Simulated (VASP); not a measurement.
Si2Ni: vibrations by perturbation theory with PBEsol

Crystal: Si2Ni.

```
CELL_PARAMETERS angstrom
0.00000 2.70300 2.70300
2.70300 0.00000 2.70300
2.70300 2.70300 0.00000
ATOMIC_POSITIONS crystal
Ni 0.00000 0.00000 0.00000
Si 0.75000 0.75000 0.75000
Si 0.25000 0.25000 0.25000
```

```
Program                : VASP 6.6.1
Task                   : vibrations by perturbation theory
Functional             : PBEsol
Potentials or basis    : VASP PAW PBE potentials, release 64 (Ni, Si)
Cutoff                 : 520 eV
k mesh                 : 8 × 8 × 8
Occupations            : fermi-dirac, width 0.05 eV
Spin                   : collinear spin, ferromagnetic start
Starting moments       : [1.0, 0.0, 0.0] μB
Dipole correction      : no
Further INCAR settings : ALGO = Normal; EDIFF = 1e-08; IBRION = 8; NSW = 1
```

| Item | Value |
| --- | --- |
| Net moment | 0.00 μB per cell |
| Valence electrons inside the program's atomic spheres | Ni 9.83; Si 1.58 |
| Highest phonon frequency at Γ, LO-TO splitting left out | 307 cm⁻¹ |

Phonon frequencies in cm⁻¹ (negative: imaginary):
| q point | frequencies |
| --- | --- |
| (0.000, 0.000, 0.000) | 0 0 0 298 298 298 307 307 307 |

Run time: 9.9 min on 1 thread of AMD EPYC 7R13 (shared host), peak memory 0.32 GiB.

Caveat: the cell wasn't relaxed at this level first, which shifts response properties.
